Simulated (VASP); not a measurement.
Input of a VASP 6.6.1 run:

The input INCAR:

```
PREC = Accurate
ENCUT = 520
EDIFF = 1E-6
ISMEAR = -1
SIGMA = 0.1
LREAL = False
LASPH = True
NELM = 100
ALGO = Normal
ISIF = 2
LWAVE = False
LCHARG = True
GGA = B5
ALDAX = 1.0
AGGAX = 1.0
AGGAC = 1.0
ALDAC = 0.0
LELF = True
LVHAR = True
NBANDS = 16
```

File KPOINTS:

```
regular mesh
0
Gamma
  12 12 12
```

File POSCAR:

```
Co
1.0
    0.0000000000      2.5977491842      2.5977491842
    2.5977491842      0.0000000000      2.5977491842
    2.5977491842      2.5977491842      0.0000000000
Co
2
Direct
    0.1250000000      0.1250000000      0.1250000000
    0.8750000000      0.8750000000      0.8750000000
```

Potentials or basis: VASP PAW PBE potentials, release 64 (Co).

Launch:

```sh
$ cat potpaw_PBE.64/Co/POTCAR > POTCAR
$ mpirun -np 1 vasp_std > vasp.out
```

Problem. Estimate the band gap on the k mesh.

Solution. Zero (band 9 reaches 5.41 eV, above the bottom of band 10 at 4.83 eV).

Problem. Predict the pressure.

Solution. -9.8 GPa.

Caveat: the PAW data sets were made with another functional, which shifts forces and pressure a little; the run has no spin polarisation, though such a crystal can be magnetic. Spin polarisation is off, so any magnetic state and its effect on volume and gap are missing.
